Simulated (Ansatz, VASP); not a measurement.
**Hg in VASP and in Ansatz**

```
CELL_PARAMETERS angstrom
3.52046 0.00000 0.00000
-1.76023 3.04881 0.00000
0.00000 0.00000 5.84097
ATOMIC_POSITIONS crystal
Hg 0.33333 0.66667 0.25000
Hg 0.66667 0.33333 0.75000
```

Change from the starting cell: z stretched by +4 % at fixed volume.

Alike in both runs: task single point; functional PBE; k mesh 13 × 13 × 7; occupations fermi-dirac, width 0.03 eV; no spin polarisation.

|  | VASP | Ansatz |
| --- | --- | --- |
| version | VASP 6.6.1 | Ansatz 0.2.0 |
| potentials or method | VASP PAW PBE potentials, release 64 (Hg), cutoff 520 eV | all-electron LAPW, scalar-relativistic |

Ansatz gave:

- pressure (GPa): 0.0
- traceless stress, the component that is largest in VASP (GPa): -0.40

**Question.** Estimate VASP's values.

**Answer.** Pressure (GPa): 0.0; traceless stress, the component that is largest in VASP (GPa): -0.41.

Ansatz ran all-electron here, and VASP with PAW potentials.

Spin-orbit coupling is off throughout.
